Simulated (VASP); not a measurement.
TaAs: single point with PBE

System: TaAs, a slab with vacuum.

```xyz
8
Lattice="3.4629 0.0000 0.0000 0.0000 3.4629 0.0000 0.0000 0.0000 24.7661" Properties=species:S:1:pos:R:3 pbc="T T T"
Ta    1.7314    1.7314    7.5000
Ta    0.0000    1.7314   10.4336
Ta    0.0000    0.0000   13.3673
Ta    1.7314    0.0000   16.3009
As    0.0000    0.0000    8.4652
As    1.7314    0.0000   11.3988
As    1.7314    1.7314   14.3325
As    0.0000    1.7314   17.2661
```

```yaml
Program: VASP 6.6.1
Task: single point
Functional: PBE
Potentials_or_basis: VASP PAW PBE potentials, release 64 (Ta_pv, As)
Cutoff: 520 eV
k_mesh: 10 × 10 × 1
Occupations: gaussian, width 0.1 eV
Spin: no spin polarisation
Dipole_correction: yes
Further_INCAR_settings: ALGO = Fast; EDIFF = 1e-06; NBANDS = 42
```

```json
{"Largest force": "0.911 eV/Å", "Band gap on the k mesh": "zero (bands 32 and 33 overlap by 1.04 eV)"}
```

Forces in eV/Å, atoms in the order of the input:
```
Ta   0.000  0.000  0.911
Ta   0.000  0.000 -0.164
Ta   0.000  0.000 -0.288
Ta   0.000  0.000 -0.275
As   0.000  0.000 -0.843
As   0.000  0.000  0.144
As   0.000  0.000  0.058
As   0.000  0.000  0.457
```

Levels at points of the mesh, in eV from the Fermi level:
```csv
k point,band 28,band 29,band 30,band 31,band 32,band 33,band 34,band 35,band 36,band 37
"(0.00, 0.00, 0.00)",-1.71,-1.18,-1.17,-0.47,-0.37,-0.20,1.10,1.32,1.53,1.69
"(0.50, 0.00, 0.00)",-1.71,-1.35,-0.99,0.03,0.24,0.28,0.77,0.93,1.18,1.24
"(0.00, 0.50, 0.00)",-1.57,-0.76,-0.75,-0.06,0.17,0.23,0.35,0.36,1.16,1.66
"(0.50, 0.50, 0.00)",-1.35,-1.12,-0.90,-0.89,0.81,0.82,1.49,2.33,2.89,2.93
```

It took 34 min on 1 thread of Oxide Virtual Turin-like Processor, on a shared host, peak memory 0.58 GiB.

Caveat: spin-orbit coupling is left out, which moves the levels of the heavy elements.
